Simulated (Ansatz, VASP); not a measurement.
## One calculation of CdS, two programs

Contents of INCAR:

```
SYSTEM = CdS
PREC = Accurate ; ENCUT = 520
EDIFF = 1E-7 ; ISMEAR = -1
SIGMA = 0.01 ; LREAL = .FALSE.
LASPH = .TRUE. ; NELM = 80
ALGO = Normal ; ISIF = 2
LWAVE = .FALSE. ; LCHARG = .FALSE.
GGA = PE ; NBANDS = 16
```

Contents of KPOINTS:

```
Automatic mesh
0
G
  11 11 11
  0 0 0
```

POSCAR

```
CdS
1.0
    0.0000000000      2.9100000000      2.9100000000
    2.9100000000      0.0000000000      2.9100000000
    2.9100000000      2.9100000000      0.0000000000
Cd S
1 1
Direct
    0.0000000000      0.0000000000      0.0000000000
    0.7500000000      0.7500000000      0.7500000000
```

Input for Ansatz:

```yaml
crystal:
  lattice:
    - [0.0, 2.91, 2.91]
    - [2.91, 0.0, 2.91]
    - [2.91, 2.91, 0.0]
  atoms:
    - { symbol: Cd, position: [0.0, 0.0, 0.0] }
    - { symbol: S, position: [0.75, 0.75, 0.75] }
kpoints:
  mp_grid: { grid: [11, 11, 11] }
scf:
  occupations: { method: fermi_dirac, width: 0.01 }
hamiltonian:
  xc: pbe
  pseudopotentials: { kind: all_electron, lapw: { basis_error: 0.001 } }
output:
  forces: true
  stress: true
  eigenvalues: true
```

Alike in both runs: task single point; functional PBE; k mesh 11 × 11 × 11; occupations fermi-dirac, width 0.01 eV; no spin polarisation.

|  | VASP | Ansatz |
| --- | --- | --- |
| version | VASP 6.6.1 | Ansatz 0.2.0 |
| potentials or method | VASP PAW PBE potentials, release 64 (Cd, S), cutoff 520 eV | all-electron LAPW, scalar-relativistic |

```csv
,VASP,Ansatz,Ansatz less VASP
gap on the k mesh at the Fermi level (eV),1.16,1.16,-0.005
pressure (GPa),3.7,3.3,-0.34
```

Ansatz ran all-electron here, and VASP with PAW potentials.
